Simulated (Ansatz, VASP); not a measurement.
**One calculation of Fe3I, two programs**

```
Fe I
1.0
     3.93074    0.00000    0.00000
     0.00000    3.93074    0.00000
     0.00000    0.00000    3.93074
Fe I
3 1
Direct
  0.00000 0.50000 0.50000
  0.50000 0.00000 0.50000
  0.50000 0.50000 0.00000
  0.00000 0.00000 0.00000
```

Alike in both runs: functional PBE; k mesh 4 × 4 × 4; occupations gaussian, width 0.1 eV; collinear spin.

Ansatz relaxed the structure, and its values are those at the end. VASP's run is a single point on that final structure, the one shown.

```csv
,VASP,Ansatz
version,VASP 6.6.1,Ansatz 0.2.0
potentials or method,"VASP PAW PBE potentials, release 64 (Fe, I), cutoff 520 eV","scalar-relativistic, plane waves, PAW"
valence electrons in the cell,31,65
```

Ansatz gave:

- gap on the k mesh at the Fermi level (eV): none
- pressure (GPa): -0.1
- net moment per atom (μB): 2.07
- size of the moment on the site where the two differ most (μB): 2.75

Question: Which values does VASP return?

Answer: gap on the k mesh at the Fermi level (eV): none; pressure (GPa): -0.2; net moment per atom (μB): 2.07; size of the moment on the site where the two differ most (μB): 2.72.

Site moments also hang on the region over which each program counts them. A gap of «none» marks a metal or a gap that the smearing closes. VASP's potentials hold 31 valence electrons a cell and Ansatz's 65, so a difference there can come from the potentials and not from the codes.

The k mesh is coarse, so the values compare programs but aren't converged. Neither program's run includes spin-orbit coupling.
